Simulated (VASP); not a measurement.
# InGa3As4 (P-4m2) in VASP: further runs, part 2 of 2

VASP 6.6.1. The steps go on from the part before.

### Step 3. Single point, PBE

This run uses another cell than the first one, of 22.08 Å³/atom, 0.877 times its volume.

Contents of INCAR:

```
PREC = Accurate ; ENCUT = 520
EDIFF = 1E-6 ; ISMEAR = 0
SIGMA = 0.1 ; LREAL = False
LASPH = True ; NELM = 100
ALGO = Normal ; ISIF = 2
LWAVE = False ; LCHARG = False
GGA = PE ; NBANDS = 46
```

Contents of KPOINTS:

```
regular mesh
0
Gamma
  4 4 2
```

Contents of POSCAR:

```
InGa3As4
1.0
    3.9674507800      0.0000000000      0.0000000000
    0.0000000000      3.9674507800      0.0000000000
    0.0000000000      0.0000000000     11.2216454000
In Ga As
1 3 4
Direct
    0.0000000000      0.0000000000      0.0000000000
    0.5000000000      0.5000000000      0.2500000000
    0.0000000000      0.0000000000      0.5000000000
    0.5000000000      0.5000000000      0.7500000000
    0.5000000000      0.0000000000      0.3750000000
    0.0000000000      0.5000000000      0.6250000000
    0.5000000000      0.0000000000      0.8750000000
    0.0000000000      0.5000000000      0.1250000000
```

Potentials or basis: VASP PAW PBE potentials, release 64 (In_d, Ga_d, As).

The run is started by

```bash
> cat potpaw_PBE.64/In_d/POTCAR potpaw_PBE.64/Ga_d/POTCAR potpaw_PBE.64/As/POTCAR > POTCAR
> mpirun -np 1 vasp_std > vasp.out
```

OUTCAR:

```text
PREC = Accurate
   ENCUT = 520
   EDIFF = 1E-6
   ISMEAR = 0
   LREAL = False
   LASPH = True
   NELM = 100
   ISIF = 2
   GGA = PE

 ion  position               nearest neighbor table
   1  0.000  0.000  0.000-   7 2.43   8 2.43   8 2.43   7 2.43
   2  0.500  0.500  0.250-   5 2.43   8 2.43   5 2.43   8 2.43
   3  0.000  0.000  0.500-   5 2.43   6 2.43   6 2.43   5 2.43
   4  0.500  0.500  0.750-   6 2.43   7 2.43   7 2.43   6 2.43
   5  0.500  0.000  0.375-   2 2.43   3 2.43   2 2.43   3 2.43
   6  0.000  0.500  0.625-   3 2.43   4 2.43   3 2.43   4 2.43
   7  0.500  0.000  0.875-   1 2.43   4 2.43   4 2.43   1 2.43
   8  0.000  0.500  0.125-   1 2.43   2 2.43   1 2.43   2 2.43

  LATTYP: Found a simple tetragonal cell.
 ALAT       =     3.9674507800
 C/A-ratio  =     2.8284271242

  Lattice vectors:

 A1 = (   3.9674507800,   0.0000000000,   0.0000000000)
 A2 = (   0.0000000000,   3.9674507800,   0.0000000000)
 A3 = (   0.0000000000,   0.0000000000,  11.2216454000)

[... 176 lines left out ...]
 val. band max:        4.9192406105   @ k =   0.0000   0.0000   0.0000
 cond. band min:       5.6319236690   @ k =   0.0000   0.0000   0.0000
 fundamental gap:      0.7126830586
 Fermi energy:         5.2815804784

 k-point     1 :       0.0000    0.0000    0.0000
  band No.  band energies     occupation
      1     -10.2419      2.00000
      2     -10.1044      2.00000
      3     -10.1021      2.00000
      4     -10.0295      2.00000
      5     -10.0295      2.00000
      6     -10.0200      2.00000
[... 577 lines left out ...]
     45      12.9890      0.00000
     46      13.0024      0.00000

------------------------ aborting loop because EDIFF is reached ----------------------------------------

  FORCE on cell =-STRESS in cart. coord.  units (eV):
  Direction    XX          YY          ZZ          XY          YZ          ZX
  --------------------------------------------------------------------------------------
  -------------------------------------------------------------------------------------
  Total       12.7623303     12.7623303     11.4518330      0.0000000      0.0000000      0.0000000
  in kB      115.7606423    115.7606423    103.8737840      0.0000000      0.0000000      0.0000000
  external PRESSURE =     111.7983562 kB  Pullay stress =       0.0000000 kB

 VOLUME and BASIS-vectors are now :
 -----------------------------------------------------------------------------
  energy-cutoff  :      520.00
  volume of cell :      176.64
      direct lattice vectors                 reciprocal lattice vectors
     3.967450780  0.000000000  0.000000000     0.252051016  0.000000000  0.000000000
     0.000000000  3.967450780  0.000000000     0.000000000  0.252051016  0.000000000
     0.000000000  0.000000000 11.221645400     0.000000000  0.000000000  0.089113491

 POSITION                                       TOTAL-FORCE (eV/Angst)
 -----------------------------------------------------------------------------------
      0.00000      0.00000      0.00000        -0.000000     -0.000000      0.000000
      1.98373      1.98373      2.80541         0.000000     -0.000000      0.096667
      0.00000      0.00000      5.61082        -0.000000     -0.000000      0.000000
      1.98373      1.98373      8.41623         0.000000      0.000000     -0.096667
      1.98373      0.00000      4.20812         0.000000     -0.000000      0.003394
      0.00000      1.98373      7.01353         0.000000     -0.000000     -0.003394
      1.98373      0.00000      9.81894         0.000000     -0.000000     -2.046904
      0.00000      1.98373      1.40271         0.000000     -0.000000      2.046904
 -----------------------------------------------------------------------------------
    total drift:                                0.000000      0.000000      0.000000

  FREE ENERGIE OF THE ION-ELECTRON SYSTEM (eV)
  ---------------------------------------------------
  free  energy   TOTEN  =       -31.1272941006 eV

  energy  without entropy=      -31.1272940838  energy(sigma->0) =      -31.12729409
```

It took 84 s on 1 thread of Intel Xeon Platinum 8375C at 2.90GHz (Ice Lake), shared host; peak memory 0.3 GiB.

What came out:

```
Free energy            : -31.1273 eV
Pressure               : 11.2 GPa
Largest force          : 2.047 eV/Å
Band gap on the k mesh : 0.71 eV, direct
```

Forces in eV/Å, atoms in the order of the input:
```
In   0.000  0.000  0.000
Ga   0.000  0.000  0.097
Ga   0.000  0.000  0.000
Ga   0.000  0.000 -0.097
As   0.000  0.000  0.003
As   0.000  0.000 -0.003
As   0.000  0.000 -2.047
As   0.000  0.000  2.047
```

Stress tensor (GPa, compression positive):
```
11.58  0.00  0.00
 0.00 11.58  0.00
 0.00  0.00 10.39
```

Caveat: spin-orbit coupling is left out, which moves the levels of the heavy elements; forces of over 1 eV/Å act on the atoms, so gaps and moduli don't describe the material at rest.

### Step 4. Relaxation of cell and atoms, PBE

This run uses another cell than the first one, of 22.08 Å³/atom, 0.877 times its volume.

Contents of INCAR:

```
SYSTEM = InGa3As4
PREC     = Accurate       ! precision mode
ENCUT    = 600            ! plane-wave cutoff, eV
EDIFF    = 1E-6           ! SCF threshold, eV
ISMEAR   = 0              ! smearing method
SIGMA    = 0.1            ! smearing width, eV
LREAL    = .False.        ! projectors in reciprocal space
LASPH    = .True.         ! aspherical terms in the spheres
NELM     = 100            ! most SCF steps
ALGO     = Normal         ! electronic algorithm
ISIF     = 3              ! what is computed and relaxed
LWAVE    = .False.        ! write WAVECAR
LCHARG   = .False.        ! write CHGCAR
GGA      = PE             ! functional
IBRION   = 2              ! ionic algorithm
NSW      = 90             ! ionic steps
EDIFFG   = -0.04          ! ionic threshold
```

Contents of KPOINTS:

```
regular mesh
0
Gamma
  4 4 2
  0 0 0
```

POSCAR is that of step 3.

Potentials or basis: VASP PAW PBE potentials, release 64 (In_d, Ga_d, As).

The run is started by

```bash
> cat potpaw_PBE.64/In_d/POTCAR potpaw_PBE.64/Ga_d/POTCAR potpaw_PBE.64/As/POTCAR > POTCAR
> mpirun -np 1 vasp_std > vasp.out
```

OUTCAR:

```text
SYSTEM = InGa3As4
   PREC = Accurate
   ENCUT = 600
   EDIFF = 1E-6
   ISMEAR = 0
   LREAL = .False.
   LASPH = .True.
   NELM = 100
   ISIF = 3
   GGA = PE
   IBRION = 2
   NSW = 90
   EDIFFG = -0.04

 ion  position               nearest neighbor table
   1  0.000  0.000  0.000-   7 2.43   8 2.43   8 2.43   7 2.43
   2  0.500  0.500  0.250-   5 2.43   8 2.43   5 2.43   8 2.43
   3  0.000  0.000  0.500-   5 2.43   6 2.43   6 2.43   5 2.43
   4  0.500  0.500  0.750-   6 2.43   7 2.43   7 2.43   6 2.43
   5  0.500  0.000  0.375-   2 2.43   3 2.43   2 2.43   3 2.43
   6  0.000  0.500  0.625-   3 2.43   4 2.43   3 2.43   4 2.43
   7  0.500  0.000  0.875-   1 2.43   4 2.43   4 2.43   1 2.43
   8  0.000  0.500  0.125-   1 2.43   2 2.43   1 2.43   2 2.43

  LATTYP: Found a simple tetragonal cell.
 ALAT       =     3.9674507800
 C/A-ratio  =     2.8284271242

  Lattice vectors:

 A1 = (   3.9674507800,   0.0000000000,   0.0000000000)
 A2 = (   0.0000000000,   3.9674507800,   0.0000000000)
 A3 = (   0.0000000000,   0.0000000000,  11.2216454000)

Analysis of symmetry for initial positions (statically):
=====================================================================
 Subroutine PRICEL returns:
 Original cell was already a primitive cell.

 Routine SETGRP: Setting up the symmetry group for a
 simple tetragonal supercell.

 Subroutine GETGRP returns: Found  8 space group operations
 (whereof  8 operations were pure point group operations)
 out of a pool of 16 trial point group operations.

The static configuration has the point symmetry D_2d.

Analysis of symmetry for dynamics (positions and initial velocities):
=====================================================================
 Subroutine PRICEL returns:
 Original cell was already a primitive cell.

 Routine SETGRP: Setting up the symmetry group for a
 simple tetragonal supercell.

 Subroutine GETGRP returns: Found  8 space group operations
 (whereof  8 operations were pure point group operations)
 out of a pool of 16 trial point group operations.

The dynamic configuration has the point symmetry D_2d.

 Subroutine INISYM returns: Found  8 space group operations
[... 113 lines left out ...]
   IALGO  =     38    algorithm
   IMIX   =      4    mixing-type and parameters
     AMIX     =   0.40;   BMIX     =  1.00
     AMIX_MAG =   1.60;   BMIX_MAG =  1.00
  volume/ion in A,a.u.               =      22.08       149.00
  Fermi-wavevector in a.u.,A,eV,Ry     =   1.213833  2.293813 20.046712  1.473392
  Thomas-Fermi vector in A             =   2.349273
   LORBIT       =      0    0 simple, 1 ext, 2 COOP (PROOUT), +10 PAW based schemes
   GGA     = PE    functional components
   LHFCALC =     F    Hartree Fock is set to
   AEXX    =    0.0000 exact exchange contribution
   IVDW    =     0    specifies the selected vdW correction
   LEPSILON=     F    determine dielectric tensor
   LRPA    =     F    only Hartree local field effects (RPA)
 conjugate gradient relaxation of ions
 non-spin polarized calculation
 Gauss-broadening in eV      SIGMA  =   0.10
  energy-cutoff  :      600.00
  volume of cell :      176.64
 maximum number of plane-waves:      5960
 NGX is ok and might be reduce to    32
   NGX = 15   NGY = 15   NGZ = 45

--------------------------------------- Ionic step        1  -------------------------------------------

 number of electron      71.9999976 magnetization

 Free energy of the ion-electron system (eV)
  ---------------------------------------------------
  ext. energy  EPLUGINS =         0.00000000
  ---------------------------------------------------
  free energy    TOTEN  =       -31.12683079 eV

  energy without entropy =      -31.12683077  energy(sigma->0) =      -31.12683078

 E-fermi :   5.2815     XC(G=0):  -9.7897

 val. band max:        4.9191975115   @ k =   0.0000   0.0000   0.0000
 cond. band min:       5.6318248230   @ k =   0.0000   0.0000   0.0000
 fundamental gap:      0.7126273115
 Fermi energy:         5.2815291468

 k-point     1 :       0.0000    0.0000    0.0000
  band No.  band energies     occupation
      1     -10.2421      2.00000
      2     -10.1049      2.00000
      3     -10.1027      2.00000
      4     -10.0301      2.00000
      5     -10.0301      2.00000
      6     -10.0206      2.00000
[... 660 lines left out ...]
  FREE ENERGIE OF THE ION-ELECTRON SYSTEM (eV)
  ---------------------------------------------------
  free  energy   TOTEN  =       -32.1086226744 eV

  energy  without entropy=      -32.1038010091  energy(sigma->0) =      -32.10621184

[... ionic steps 4 to 7 ...]

--------------------------------------- Ionic step        8  -------------------------------------------

 number of electron      71.9999960 magnetization

------------------------ aborting loop because EDIFF is reached ----------------------------------------
[... 79 lines left out ...]
--------------------------------------- Ionic step       10  -------------------------------------------

 number of electron      71.9999960 magnetization

 Free energy of the ion-electron system (eV)
  ---------------------------------------------------
  ext. energy  EPLUGINS =         0.00000000
  ---------------------------------------------------
  free energy    TOTEN  =       -32.20747397 eV

  energy without entropy =      -32.20261172  energy(sigma->0) =      -32.20504284

 E-fermi :   3.6157     XC(G=0):  -9.1888

 val. band max:        3.5876173453   @ k =   0.0000   0.0000   0.0000
 cond. band min:       4.2542468274   @ k =   0.5000   0.0000   0.0000
 fundamental gap:      0.6666294822
 Fermi energy:         3.6157000694

 k-point     1 :       0.0000    0.0000    0.0000
  band No.  band energies     occupation
      1     -11.2198      2.00000
      2     -11.1967      2.00000
      3     -11.1529      2.00000
      4     -11.1515      2.00000
      5     -11.1515      2.00000
      6     -11.1429      2.00000
[... 576 lines left out ...]
  FREE ENERGIE OF THE ION-ELECTRON SYSTEM (eV)
  ---------------------------------------------------
  free  energy   TOTEN  =       -32.2074739695 eV

  energy  without entropy=      -32.2026117187  energy(sigma->0) =      -32.20504284

 reached required accuracy - stopping structural energy minimisation
```

CONTCAR:

```text
InGa3As4
   1.00000000000000
     4.1713157034040789    0.0000000000000000    0.0000000000000000
     0.0000000000000000    4.1713157034040789    0.0000000000000000
     0.0000000000000000    0.0000000000000000   11.6210599282424187
  In              Ga              As
     1     3     4
Direct
     0.0000000000000000    0.0000000000000000    0.0000000000000000
     0.5000000000000000    0.5000000000000000    0.2593348516543323
     0.0000000000000000    0.0000000000000000    0.5000000000000000
     0.5000000000000000    0.5000000000000000    0.7406651483456678
     0.5000000000000000    0.0000000000000000    0.3794906428063461
     0.0000000000000000    0.5000000000000000    0.6205093571936539
     0.5000000000000000    0.0000000000000000    0.8600778346294145
     0.0000000000000000    0.5000000000000000    0.1399221653705855

  0.00000000E+00  0.00000000E+00  0.00000000E+00
  0.00000000E+00  0.00000000E+00  0.00000000E+00
  0.00000000E+00  0.00000000E+00  0.00000000E+00
  0.00000000E+00  0.00000000E+00  0.00000000E+00
  0.00000000E+00  0.00000000E+00  0.00000000E+00
  0.00000000E+00  0.00000000E+00  0.00000000E+00
  0.00000000E+00  0.00000000E+00  0.00000000E+00
  0.00000000E+00  0.00000000E+00  0.00000000E+00
```

Run time: 18 min. Hardware: 1 thread of Oxide Virtual Turin-like, shared host; peak memory 0.33 GiB.

What came out:

| Quantity | Value |
| --- | --- |
| Free energy | -32.2075 eV |
| Relaxed volume | 25.28 Å³/atom |
| Relaxed cell | a = 4.171 Å, b = 4.171 Å, c = 11.621 Å, α = 90.00°, β = 90.00°, γ = 90.00° |
| Space group after relaxing (to 0.05 Å) | P-4m2 (No. 115) |
| Energy gained by relaxing | 135.1 meV/atom |
| Ionic steps | 10 |
| Pressure after relaxing | 0.1 GPa |
| Largest force after relaxing | 0.029 eV/Å |
| Band gap on the k mesh | zero (filled and empty bands touch) |

Forces on the atoms (eV/Å):
```
In   0.000  0.000  0.000
Ga   0.000  0.000 -0.029
Ga   0.000  0.000  0.000
Ga   0.000  0.000  0.029
As   0.000  0.000  0.029
As   0.000  0.000 -0.029
As   0.000  0.000 -0.006
As   0.000  0.000  0.006
```

Step by step:
| step | energy change (eV) | largest force (eV/Å) | pressure (GPa) | volume (Å³) |
| --- | --- | --- | --- | --- |
| 1 | 0.0000 | 2.0469 | 11.18 | 176.64 |
| 2 | -0.8225 | 0.4124 | -3.52 | 219.02 |
| 3 | -0.9818 | 0.5734 | -0.36 | 204.72 |
| 4 | -0.9818 | 0.5525 | -0.49 | 205.31 |
| 5 | -1.0206 | 0.3419 | -0.29 | 204.13 |
| 6 | -1.0557 | 0.2663 | 0.32 | 201.47 |
| 7 | -1.0724 | 0.1929 | -0.09 | 202.82 |
| 8 | -1.0763 | 0.1499 | -0.35 | 203.89 |
| 9 | -1.0804 | 0.0341 | 0.19 | 201.85 |
| 10 | -1.0806 | 0.0291 | 0.05 | 202.20 |

Final structure:
```
In Ga As
1.0
     4.17132    0.00000    0.00000
     0.00000    4.17132    0.00000
     0.00000    0.00000   11.62106
In Ga As
1 3 4
Direct
  0.00000 0.00000 0.00000
  0.50000 0.50000 0.25933
  0.00000 0.00000 0.50000
  0.50000 0.50000 0.74067
  0.50000 0.00000 0.37949
  0.00000 0.50000 0.62051
  0.50000 0.00000 0.86008
  0.00000 0.50000 0.13992
```

Caveat: the k points lie up to 0.38 Å⁻¹ apart in the final cell; spin-orbit coupling is left out, which moves the levels of the heavy elements.

### Step 5. Single point, PBE

Contents of INCAR:

```
SYSTEM = InGa3As4
PREC     = Accurate       ! precision mode
ENCUT    = 520            ! plane-wave cutoff, eV
EDIFF    = 1E-6           ! SCF threshold, eV
ISMEAR   = 0              ! smearing method
SIGMA    = 0.1            ! smearing width, eV
LREAL    = .FALSE.        ! projectors in reciprocal space
LASPH    = .TRUE.         ! aspherical terms in the spheres
NELM     = 100            ! most SCF steps
ALGO     = Normal         ! electronic algorithm
ISIF     = 2              ! what is computed and relaxed
LWAVE    = .FALSE.        ! write WAVECAR
LCHARG   = .FALSE.        ! write CHGCAR
GGA      = PE             ! functional
NBANDS   = 46             ! bands
```

Contents of KPOINTS:

```
regular mesh
0
G
  10 10 4
  0 0 0
```

Contents of POSCAR:

```
InGa3As4
1.0
    4.1340902599      0.0000000000      0.0000000000
    0.0000000000      4.1340902599      0.0000000000
    0.0000000000      0.0000000000     11.7605476469
In Ga As
1 3 4
Direct
    0.0000000000      0.0000000000      0.0000000000
    0.5000000000      0.5000000000      0.2590529062
    0.0000000000      0.0000000000      0.5000000000
    0.5000000000      0.5000000000      0.7409470938
    0.5000000000      0.0000000000      0.3795892777
    0.0000000000      0.5000000000      0.6204107223
    0.5000000000      0.0000000000      0.8602914999
    0.0000000000      0.5000000000      0.1397085001
```

The run is started by

```bash
> cat potpaw_PBE.64/In_d/POTCAR potpaw_PBE.64/Ga_d/POTCAR potpaw_PBE.64/As/POTCAR > POTCAR
> mpirun -np 1 vasp_std > vasp.out
```

Run time: 11 min. Hardware: 1 thread of Oxide Virtual Turin-like, shared host; peak memory 0.6 GiB.

Results (log left out):

- Free energy: -32.4308 eV
- Pressure: 0.1 GPa
- Largest force: 0.008 eV/Å
- Band gap on the k mesh: zero (filled and empty bands touch)

Forces in eV/Å, atoms in the order of the input:
```
In   0.000  0.000  0.000
Ga   0.000  0.000  0.000
Ga   0.000  0.000  0.000
Ga   0.000  0.000  0.000
As   0.000  0.000  0.001
As   0.000  0.000 -0.001
As   0.000  0.000  0.008
As   0.000  0.000 -0.008
```

Levels at points of the mesh, in eV from the Fermi level:
```tsv
k point	band 32	band 33	band 34	band 35	band 36	band 37	band 38	band 39	band 40	band 41
(0.00, 0.00, 0.00)	-1.40	-1.40	-0.20	-0.15	-0.05	-0.05	1.42	1.50	2.00	2.14
(0.50, 0.00, 0.00)	-1.31	-1.27	-1.13	-1.11	-0.67	0.61	0.80	2.23	2.70	4.26
(0.50, 0.50, 0.00)	-3.07	-2.58	-2.49	-2.49	-2.40	1.48	1.48	1.57	1.77	4.13
(0.00, 0.00, 0.50)	-2.13	-0.77	-0.77	-0.48	-0.48	1.39	1.40	1.61	1.86	2.26
(0.50, 0.00, 0.50)	-2.13	-1.32	-1.31	-1.28	-0.67	1.57	1.65	1.70	2.14	4.04
(0.50, 0.50, 0.50)	-2.87	-2.82	-2.79	-2.76	-2.76	2.40	2.40	2.48	2.52	2.52
```

Caveat: spin-orbit coupling is left out, which moves the levels of the heavy elements.

### Step 6. Summary

| task | cell | k mesh | cutoff (eV) | gap on the mesh (eV) | pressure (GPa) | largest force (eV/Å) |
| --- | --- | --- | --- | --- | --- | --- |
| single point | a = 4.159, b = 4.159, c = 11.642 Å, 8 atoms | 4 × 4 × 2 | 520 | none | 0.3 | 0.03 |
| single point | a = 3.967, b = 3.967, c = 11.222 Å, 8 atoms | 4 × 4 × 2 | 520 | 0.71 | 11.2 | 2.05 |
| relaxation of cell and atoms | relaxed from a = 3.967, b = 3.967, c = 11.222 Å, 8 atoms | 4 × 4 × 2 | 600 | none | 0.1 | 0.03 |
| single point | a = 4.134, b = 4.134, c = 11.761 Å, 8 atoms | 10 × 10 × 4 | 520 | none | 0.1 | 0.01 |

Alike in all rows: level PBE; potentials or basis VASP PAW PBE potentials, release 64 (In_d, Ga_d, As); no spin polarisation; smearing gaussian 0.1 eV.

Caveats: some runs use coarse meshes; spin-orbit coupling is left out, which moves the levels of the heavy elements; forces of over 1 eV/Å act on the atoms, so gaps and moduli don't describe the material at rest (some runs).

Absolute energies hang on the potentials; compare differences alone.
